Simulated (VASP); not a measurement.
Set up this calculation in VASP 6.6.1, as the native input.

```yaml
Task: relaxation of cell and atoms
Functional: PBE
Potentials_or_basis: VASP PAW PBE potentials, release 64 (Sc_sv)
Cutoff: 600 eV
k_mesh: 15 × 15 × 8
Occupations: fermi-dirac, width 0.1 eV
Spin: no spin polarisation
Target_pressure: 32 GPa
Dipole_correction: no
Further_INCAR_settings: ALGO = Normal; EDIFF = 1e-06; IBRION = 2; EDIFFG = -0.005; NSW = 60; ISIF = 3
```

The structure of Sc lies in POSCAR:

```
Sc
1.0
    2.9088811622      0.0000000000      0.0000000000
   -1.4544405811      2.5191649831      0.0000000000
    0.0000000000      0.0000000000      4.7123874828
Sc
2
Direct
    0.3333333333      0.6666666667      0.2500000000
    0.6666666667      0.3333333333      0.7500000000
```

One way to write it, as run:

INCAR

```
  PREC = Accurate
  ENCUT = 600
  EDIFF = 1E-6
  ISMEAR = -1
  SIGMA = 0.1
  LREAL = False
  LASPH = True
  NELM = 60
  ALGO = Normal
  ISIF = 3
  LWAVE = False
  LCHARG = False
  GGA = PE
  IBRION = 2
  NSW = 60
  EDIFFG = -0.005
  PSTRESS = 320.0
```

KPOINTS

```
regular mesh
0
Gamma
  15 15 8
```

Potentials or basis: VASP PAW PBE potentials, release 64 (Sc_sv).

Run with:

```bash
$ cat potpaw_PBE.64/Sc_sv/POTCAR > POTCAR
$ mpirun -np 1 vasp_std > vasp.out
```

Results of the run:

The relaxed volume is 17.50 Å³/atom. The relaxed cell is a = 2.966 Å, b = 2.966 Å, c = 4.594 Å, α = 90.00°, β = 90.00°, γ = 120.00°, the space group after relaxing (to 0.1 Å) is P6_3/mmc (No. 194) and the energy change on relaxing (the run minimises the enthalpy) is -53.9 meV/atom. The ionic steps are 6. The pressure after relaxing is 32.0 GPa and the band gap on the k mesh is zero (bands 11 and 12 overlap by 2.54 eV).

Caveat: the cell is relaxed towards a set pressure, so the run minimises the enthalpy, not the energy.

Run time: 5.2 min on 1 thread of Intel Xeon 8259CL, on a shared host, peak memory 0.22 GiB.
